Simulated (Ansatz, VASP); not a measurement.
This is a calculation of GaN for Ansatz 0.2.0.

input.yaml

```yaml
crystal:
  lattice:
    - [3.18, 0.0, 0.0]
    - [-1.59, 2.753960784, 0.0]
    - [0.0, 0.0, 5.166]
  atoms:
    - { symbol: Ga, position: [0.6666666667, 0.3333333333, 0.5] }
    - { symbol: Ga, position: [0.3333333333, 0.6666666667, 0.0] }
    - { symbol: "N", position: [0.6666666667, 0.3333333333, 0.875] }
    - { symbol: "N", position: [0.3333333333, 0.6666666667, 0.375] }
hamiltonian:
  xc: { exchange: r2scan, correlation: r2scan, exx: { coeff: 0.1 } }
  pseudopotentials: { kind: paw }
kpoints:
  mp_grid: { grid: [6, 6, 3] }
scf:
  occupations: { method: fermi_dirac, width: 0.05 }
output:
  forces: true
  stress: true
  eigenvalues: true
```

Potentials or basis: Ansatz PAW.

Command:

```console
$ ansatz run input.yaml --threads 1 --pin off --max-ram 3584MiB --backend cpu --events-out ev --progress --plain --runs-dir out
```

Q: Set up the same calculation for VASP 6.6.1. Potentials there: VASP PAW PBE potentials, release 64 (Ga_d, N).

A: As run (the cutoff follows the program's own potentials):

POSCAR

```
GaN
1.0
    3.1800000000      0.0000000000      0.0000000000
   -1.5900000000      2.7539607840      0.0000000000
    0.0000000000      0.0000000000      5.1660000000
Ga N
2 2
Direct
    0.6666666667      0.3333333333      0.5000000000
    0.3333333333      0.6666666667      0.0000000000
    0.6666666667      0.3333333333      0.8750000000
    0.3333333333      0.6666666667      0.3750000000
```

The input INCAR.step1:

```
SYSTEM = GaN
ALGO = Normal ; EDIFF = 1E-5
ENCUT = 520 ; GGA = PE
ISIF = 2 ; ISMEAR = -1
LASPH = .TRUE. ; LREAL = .FALSE.
LWAVE = .TRUE. ; NBANDS = 26
NELM = 80 ; PREC = Accurate
SIGMA = 0.05
```

File INCAR.step2:

```
SYSTEM = GaN
AEXX = 0.1 ; ALGO = Normal
EDIFF = 1E-6 ; ENCUT = 520
ISIF = 2 ; ISMEAR = -1
ISTART = 1 ; LASPH = .TRUE.
LCHARG = .TRUE. ; LELF = .TRUE.
LHFCALC = .TRUE. ; LMIXTAU = .TRUE.
LREAL = .FALSE. ; LVHAR = .TRUE.
LWAVE = .FALSE. ; METAGGA = R2SCAN
NBANDS = 26 ; NELM = 80
PREC = Accurate ; PRECFOCK = Normal
SIGMA = 0.05
```

Contents of KPOINTS:

```
k-points
0
G
  6 6 3
  0 0 0
```

Potentials or basis: VASP PAW PBE potentials, release 64 (Ga_d, N).

Run with:

```bash
$ cat potpaw_PBE.64/Ga_d/POTCAR potpaw_PBE.64/N/POTCAR > POTCAR
$ cp INCAR.step1 INCAR
$ mpirun -np 1 vasp_std > vasp.out
$ cp INCAR.step2 INCAR
$ mpirun -np 1 vasp_std > vasp.out
```

Both were run:

|  | VASP | Ansatz | Ansatz less VASP |
| --- | --- | --- | --- |
| gap on the k mesh at the Fermi level (eV) | 3.11 | 3.11 | -0.007 |
| least direct gap on the mesh (eV) | 3.11 | 3.11 | -0.007 |
| pressure (GPa) | 0.6 | -0.4 | -1.02 |
| traceless stress, the component that is largest in VASP (GPa) | 1.20 | 1.23 | +0.035 |
| rms of the force components (eV/Å) | 0.083 | 0.086 | +0.0027 |

VASP's potentials were made for PBE, not for r2SCAN-based global hybrid. Atom by atom the forces differ by 0.003 eV/Å (rms over components).

Noted on Ansatz's run: odd divisions of the mesh miss points on the zone boundary, where band edges often lie, so the gap on the mesh can be too wide.
